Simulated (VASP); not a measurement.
# HfO2 (Fm-3m) in VASP: a series of runs

HfO2 is run at these levels: LDA; tasks: single point.

Everything below comes from runs of VASP 6.6.1. Logs are shortened: lines on timing, memory, paths and dates and some standing lists are left out, and cuts for length are marked.

### 1 The cell of the first run

It takes space group Fm-3m (No. 225, cubic). Conventional cell: a = 5.098 Å, b = 5.098 Å, c = 5.098 Å, α = 90.00°, β = 90.00°, γ = 90.00°. Within 2.9 Å of Hf (site symmetry m-3m) lie 8 O at 2.21 Å. Within 2.9 Å of O (site symmetry -43m) lie 4 Hf at 2.21 Å and 6 O at 2.55 Å.

### 2 Single point, LDA (volume scaled by 0.99)

Input file INCAR:

```
SYSTEM = HfO2
PREC     = Accurate       ! precision mode
ENCUT    = 520            ! plane-wave cutoff, eV
EDIFF    = 1E-7           ! SCF threshold, eV
ISMEAR   = -1             ! smearing method
SIGMA    = 0.01           ! smearing width, eV
LREAL    = .FALSE.        ! projectors in reciprocal space
LASPH    = .TRUE.         ! aspherical terms in the spheres
NELM     = 100            ! most SCF steps
ALGO     = Normal         ! electronic algorithm
ISIF     = 2              ! what is computed and relaxed
LWAVE    = .FALSE.        ! write WAVECAR
LCHARG   = .FALSE.        ! write CHGCAR
GGA      = CA             ! functional
NBANDS   = 18             ! bands
```

Input file KPOINTS:

```
regular mesh
0
G
  9 9 9
  0 0 0
```

Input file POSCAR:

```
HfO2
1.0
    0.0000000000      2.5489464244      2.5489464244
    2.5489464244      0.0000000000      2.5489464244
    2.5489464244      2.5489464244      0.0000000000
Hf O
1 2
Direct
    0.0000000000      0.0000000000      0.0000000000
    0.2500000000      0.2500000000      0.2500000000
    0.7500000000      0.7500000000      0.7500000000
```

Potentials or basis: VASP PAW LDA potentials, release 64 (Hf_pv, O).

Run with:

```
> cat potpaw_LDA.64/Hf_pv/POTCAR potpaw_LDA.64/O/POTCAR > POTCAR
> mpirun -np 1 vasp_std > vasp.out
```

OUTCAR:

```text
SYSTEM = HfO2
   PREC = Accurate
   ENCUT = 520
   EDIFF = 1E-7
   ISMEAR = -1
   LREAL = .FALSE.
   LASPH = .TRUE.
   NELM = 100
   ISIF = 2
   GGA = CA

 ion  position               nearest neighbor table
   1  0.000  0.000  0.000-   3 2.21   3 2.21   3 2.21   2 2.21   2 2.21   2 2.21   3 2.21   2 2.21

   2  0.250  0.250  0.250-   1 2.21   1 2.21   1 2.21   1 2.21
   3  0.750  0.750  0.750-   1 2.21   1 2.21   1 2.21   1 2.21

  LATTYP: Found a face centered cubic cell.
 ALAT       =     5.0978928488

  Lattice vectors:

 A1 = (   0.0000000000,   2.5489464244,   2.5489464244)
 A2 = (   2.5489464244,   0.0000000000,   2.5489464244)
 A3 = (   2.5489464244,   2.5489464244,   0.0000000000)

Analysis of symmetry for initial positions (statically):
=====================================================================
 Subroutine PRICEL returns:
 Original cell was already a primitive cell.

 Routine SETGRP: Setting up the symmetry group for a
 face centered cubic supercell.

 Subroutine GETGRP returns: Found 48 space group operations
 (whereof 48 operations were pure point group operations)
 out of a pool of 48 trial point group operations.

The static configuration has the point symmetry O_h .

Analysis of symmetry for dynamics (positions and initial velocities):
=====================================================================
 Subroutine PRICEL returns:
 Original cell was already a primitive cell.

 Routine SETGRP: Setting up the symmetry group for a
 face centered cubic supercell.

 Subroutine GETGRP returns: Found 48 space group operations
 (whereof 48 operations were pure point group operations)
 out of a pool of 48 trial point group operations.

The dynamic configuration has the point symmetry O_h .

 Subroutine INISYM returns: Found 48 space group operations
 (whereof 48 operations are pure point group operations),
 and found     1 'primitive' translations

----------------------------------------------------------------------------------------

                                     Primitive cell

  volume of cell :      33.1217

  direct lattice vectors                    reciprocal lattice vectors
     0.000000000  2.548946424  2.548946424    -0.196159478  0.196159478  0.196159478
     2.548946424  0.000000000  2.548946424     0.196159478 -0.196159478  0.196159478
     2.548946424  2.548946424  0.000000000     0.196159478  0.196159478 -0.196159478

  length of vectors
     3.604754603  3.604754603  3.604754603     0.339758182  0.339758182  0.339758182

  position of ions in fractional coordinates (direct lattice)
     0.000000000  0.000000000  0.000000000
     0.250000000  0.250000000  0.250000000
     0.750000000  0.750000000  0.750000000

  ion indices of the primitive-cell ions
   primitive index   ion index
                 1           1
                 2           2
                 3           3

----------------------------------------------------------------------------------------

 KPOINTS: regular mesh

Automatic generation of k-mesh.
 Grid dimensions read from file:
 generate k-points for:    9    9    9

 Generating k-lattice:

  Cartesian coordinates                     Fractional coordinates (reciprocal lattice)
    -0.021795498  0.021795498  0.021795498     0.111111111  0.000000000  0.000000000
     0.021795498 -0.021795498  0.021795498     0.000000000  0.111111111  0.000000000
     0.021795498  0.021795498 -0.021795498     0.000000000  0.000000000  0.111111111

  Length of vectors
     0.037750909  0.037750909  0.037750909

  Shift w.r.t. Gamma in fractional coordinates (k-lattice)
     0.000000000  0.000000000  0.000000000

 Subroutine IBZKPT returns following result:
 ===========================================

 Found     35 irreducible k-points:

 Following reciprocal coordinates:
            Coordinates               Weight
  0.000000  0.000000  0.000000      1.000000
  0.111111  0.000000  0.000000      8.000000
  0.222222  0.000000  0.000000      8.000000
  0.333333  0.000000  0.000000      8.000000
  0.444444  0.000000  0.000000      8.000000
  0.111111  0.111111  0.000000      6.000000
[... 16 lines left out ...]
 -0.333333  0.333333  0.000000     12.000000
  0.444444  0.444444  0.000000      6.000000
 [... further k-points ...]
   k-points           NKPTS =     35   k-points in BZ     NKDIM =     35   number of bands    NBANDS=     18
   number of dos      NEDOS =    301   number of ions     NIONS =      3
   total plane-waves  NPLWV =  21952
   dimension x,y,z NGX =    28 NGY =   28 NGZ =   28
   dimension x,y,z NGXF=    56 NGYF=   56 NGZF=   56
   ions per type =               1   2
   NGX,Y,Z   is equivalent  to a cutoff of  12.91, 12.91, 12.91 a.u.
   NGXF,Y,Z  is equivalent  to a cutoff of  25.83, 25.83, 25.83 a.u.
 SYSTEM =  HfO2
   PREC   = accura    normal or accurate (medium, high low for compatibility)
   ISTART =      0    job   : 0-new  1-cont  2-samecut
   ICHARG =      2    charge: 1-file 2-atom 10-const
   ISPIN  =      1    spin polarized calculation?
   LNONCOLLINEAR =      F non collinear calculations
   LSORBIT =      F    spin-orbit coupling
   LASPH  =      T    aspherical Exc in radial PAW
   ENCUT  =  520.0 eV  38.22 Ry    6.18 a.u.   6.70  6.70  6.70*2*pi/ulx,y,z
   NELM   =    100;   NELMIN=  2; NELMDL= -5     # of ELM steps
   EDIFF  = 0.1E-06   stopping-criterion for ELM
   LREAL  =      F    real-space projection
   EDIFFG = 0.1E-05   stopping-criterion for IOM
   NSW    =      0    number of steps for IOM
   IBRION =     -1    ionic relax: 0-MD 1-quasi-New 2-CG
   NFREE  =      0    steps in history (QN), initial steepest desc. (CG)
   ISIF   =      2    stress and relaxation
   ISYM   =      2    0-nonsym 1-usesym 2-fastsym
   POTIM  = 0.5000    time-step for ionic-motion
   TEBEG  =    0.0;   TEEND  =   0.0 temperature during run
   PSTRESS=    0.0 pullay stress
   NELECT =      22.0000    total number of electrons
   NUPDOWN=      -1.0000    fix difference up-down
   EMIN   =  10.00;   EMAX   =-10.00  energy-range for DOS
   EFERMI =   0.00;   METHOD = LEGACY
   ISMEAR =    -1;   SIGMA  =   0.01  broadening in eV -4-tet -1-fermi 0-gaus
   EFERMI_NEDOS =   21; number of points for ismear=-14 and -15
   IALGO  =     38    algorithm
   IMIX   =      4    mixing-type and parameters
     AMIX     =   0.40;   BMIX     =  1.00
     AMIX_MAG =   1.60;   BMIX_MAG =  1.00
  volume/ion in A,a.u.               =      11.04        74.51
  Fermi-wavevector in a.u.,A,eV,Ry     =   1.428384  2.699255 27.759712  2.040281
  Thomas-Fermi vector in A             =   2.548452
   LORBIT       =      0    0 simple, 1 ext, 2 COOP (PROOUT), +10 PAW based schemes
   GGA     = CA    functional components
   LHFCALC =     F    Hartree Fock is set to
   AEXX    =    0.0000 exact exchange contribution
   IVDW    =     0    specifies the selected vdW correction
   LEPSILON=     F    determine dielectric tensor
   LRPA    =     F    only Hartree local field effects (RPA)
 non-spin polarized calculation
  energy-cutoff  :      520.00
  volume of cell :       33.12
 maximum number of plane-waves:       908
   NGX = 13   NGY = 13   NGZ = 13

 number of electron      21.9999991 magnetization

 Free energy of the ion-electron system (eV)
  ---------------------------------------------------
  ext. energy  EPLUGINS =         0.00000000
  ---------------------------------------------------
  free energy    TOTEN  =       -32.94820064 eV

  energy without entropy =      -32.94820064  energy(sigma->0) =      -32.94820064

 E-fermi :   4.0608     XC(G=0): -12.2269

 val. band max:        3.8589848706   @ k =  -0.4444   0.4444   0.0000
 cond. band min:       7.5202023430   @ k =   0.4444   0.4444   0.0000
 fundamental gap:      3.6612174723
 Fermi energy:         4.0607560400

 k-point     1 :       0.0000    0.0000    0.0000
  band No.  band energies     occupation
      1     -25.6565      2.00000
      2     -25.6565      2.00000
      3     -25.6565      2.00000
      4     -14.4607      2.00000
      5     -11.3828      2.00000
      6      -1.3962      2.00000
[... 10 lines left out ...]
     17      14.0711      0.00000
     18      16.4129      0.00000

 k-point     2 :       0.1111    0.0000    0.0000
  band No.  band energies     occupation
      1     -25.7080      2.00000
      2     -25.6621      2.00000
      3     -25.6621      2.00000
      4     -14.2953      2.00000
      5     -11.5223      2.00000
      6      -1.2776      2.00000
[... 10 lines left out ...]
     17      13.8584      0.00000
     18      16.4092      0.00000

 k-point     3 :       0.2222    0.0000    0.0000
  band No.  band energies     occupation
      1     -25.8346      2.00000
      2     -25.6765      2.00000
      3     -25.6765      2.00000
      4     -13.8792      2.00000
      5     -11.8295      2.00000
      6      -0.9711      2.00000
[... 10 lines left out ...]
     17      13.4367      0.00000
     18      16.3183      0.00000

 k-point     4 :       0.3333    0.0000    0.0000
  band No.  band energies     occupation
      1     -25.9722      2.00000
      2     -25.6928      2.00000
      3     -25.6928      2.00000
      4     -13.4402      2.00000
      5     -12.0758      2.00000
      6      -0.6218      2.00000
[... 375 lines left out ...]
      4     -12.6351      2.00000
      5     -12.3926      2.00000
      6      -1.9101      2.00000
[... 10 lines left out ...]
     17      15.7896      0.00000
     18      16.3936      0.00000

 k-point    23 :      -0.3333    0.3333    0.0000
  band No.  band energies     occupation
      1     -25.9497      2.00000
      2     -25.9235      2.00000
      3     -25.7378      2.00000
      4     -12.6730      2.00000
      5     -12.3907      2.00000
      6      -1.4941      2.00000
[... 10 lines left out ...]
     17      15.5540      0.00000
     18      16.3749      0.00000

 k-point    24 :       0.4444    0.4444    0.0000
  band No.  band energies     occupation
      1     -26.0803      2.00000
      2     -25.7726      2.00000
      3     -25.7726      2.00000
      4     -12.6506      2.00000
      5     -12.3725      2.00000
      6      -2.4211      2.00000
[... 10 lines left out ...]
     17      15.5933      0.00000
     18      16.4057      0.00000

 [... further k-points ...]

------------------------ aborting loop because EDIFF is reached ----------------------------------------

  FORCE on cell =-STRESS in cart. coord.  units (eV):
  Direction    XX          YY          ZZ          XY          YZ          ZX
  --------------------------------------------------------------------------------------
  -------------------------------------------------------------------------------------
  Total       -3.5586018     -3.5586018     -3.5586018      0.0000000     -0.0000000     -0.0000000
  in kB     -172.1384388   -172.1384388   -172.1384388      0.0000000     -0.0000000     -0.0000000
  external PRESSURE =    -172.1384388 kB  Pullay stress =       0.0000000 kB

 VOLUME and BASIS-vectors are now :
 -----------------------------------------------------------------------------
  energy-cutoff  :      520.00
  volume of cell :       33.12
      direct lattice vectors                 reciprocal lattice vectors
     0.000000000  2.548946424  2.548946424    -0.196159478  0.196159478  0.196159478
     2.548946424  0.000000000  2.548946424     0.196159478 -0.196159478  0.196159478
     2.548946424  2.548946424  0.000000000     0.196159478  0.196159478 -0.196159478

 POSITION                                       TOTAL-FORCE (eV/Angst)
 -----------------------------------------------------------------------------------
      0.00000      0.00000      0.00000         0.000000      0.000000      0.000000
      1.27447      1.27447      1.27447         0.000000      0.000000      0.000000
      3.82342      3.82342      3.82342        -0.000000     -0.000000     -0.000000
 -----------------------------------------------------------------------------------
    total drift:                                0.000000      0.000000      0.000000

  FREE ENERGIE OF THE ION-ELECTRON SYSTEM (eV)
  ---------------------------------------------------
  free  energy   TOTEN  =       -32.9482006419 eV

  energy  without entropy=      -32.9482006419  energy(sigma->0) =      -32.94820064
```

Run time: 39 s. Hardware: 1 thread of AMD EPYC 7R13, shared host; peak memory 0.12 GiB.

Results:

```yaml
Free_energy: -32.9482 eV
Pressure: -17.2 GPa
Band_gap_on_the_k_mesh: 3.66 eV, indirect (least direct gap 3.78 eV)
```

Caveat: spin-orbit coupling is left out, which moves the levels of the heavy elements.

### 3 Single point, LDA (volume scaled by 1.01)

Input file INCAR:

```
ALGO     = Normal         # electronic algorithm
EDIFF    = 1E-7           # SCF threshold, eV
ENCUT    = 520            # plane-wave cutoff, eV
GGA      = CA             # functional
ISIF     = 2              # what is computed and relaxed
ISMEAR   = -1             # smearing method
LASPH    = True           # aspherical terms in the spheres
LCHARG   = False          # write CHGCAR
LREAL    = False          # projectors in reciprocal space
LWAVE    = False          # write WAVECAR
NBANDS   = 18             # bands
NELM     = 60             # most SCF steps
PREC     = Accurate       # precision mode
SIGMA    = 0.01           # smearing width, eV
```

Input file KPOINTS:

```
k-points
0
Gamma
  9 9 9
```

Input file POSCAR:

```
HfO2
1.0
    0.0000000000      2.5659967402      2.5659967402
    2.5659967402      0.0000000000      2.5659967402
    2.5659967402      2.5659967402      0.0000000000
Hf O
1 2
Direct
    0.0000000000      0.0000000000      0.0000000000
    0.2500000000      0.2500000000      0.2500000000
    0.7500000000      0.7500000000      0.7500000000
```

Potentials or basis: VASP PAW LDA potentials, release 64 (Hf_pv, O).

Run with:

```
> cat potpaw_LDA.64/Hf_pv/POTCAR potpaw_LDA.64/O/POTCAR > POTCAR
> mpirun -np 1 vasp_std > vasp.out
```

Run time: 37 s. Hardware: 1 thread of AMD EPYC 7R13, shared host; peak memory 0.12 GiB.

It converged, with:

| Property | Result |
| --- | --- |
| Free energy | -32.8685 eV |
| Pressure | -21.3 GPa |
| Band gap on the k mesh | 3.60 eV, indirect (least direct gap 3.72 eV) |

Levels at points of the mesh, in eV from the valence-band top:
```csv
k point,band 7,band 8,band 9,band 10,band 11,band 12,band 13,band 14,band 15,band 16
"(0.00, 0.00, 0.00)",-5.14,-5.14,-0.55,-0.55,-0.55,3.65,3.65,5.45,9.96,9.96
```

Caveat: spin-orbit coupling is left out, which moves the levels of the heavy elements. A k mesh can miss the band edges.
